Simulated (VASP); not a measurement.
I, 1 atom in the cell. Symmetry: Fmmm, No. 69, orthorhombic system. Conventional cell: a = 4.295 Å, b = 4.635 Å, c = 7.660 Å, α = 90.00°, β = 90.00°, γ = 90.00°. I (site symmetry mmm) has 4 I at 3.16 Å within 4.2 Å.  This cell differs from its parent crystal: volume scaled by 0.94.

| Item | Value |
| --- | --- |
| Program | VASP 6.6.1 |
| Task | single point |
| Functional | PBE |
| Potentials or basis | VASP PAW PBE potentials, release 64 (I) |
| Cutoff | 520 eV |
| k mesh | 9 × 9 × 9 |
| Occupations | fermi-dirac, width 0.05 eV |
| Spin | no spin polarisation |
| Dipole correction | no |
| Further INCAR settings | ALGO = Normal; EDIFF = 1e-07; NBANDS = 10 |

Potentials or basis: VASP PAW PBE potentials, release 64 (I).

The run is started by

```bash
$ cat potpaw_PBE.64/I/POTCAR > POTCAR
$ mpirun -np 1 vasp_std > vasp.out
```

Hardware: 1 thread of Intel(R) Xeon(R) 6975P-C (Granite Rapids), with other jobs on the host.

**Question.** How long does it take, and how much memory?

**Answer.** Run time: 15 s on 1 thread of Intel(R) Xeon(R) 6975P-C (Granite Rapids), with other jobs on the host, peak memory 0.2 GiB. Counts: scf iterations 12, k points 125.
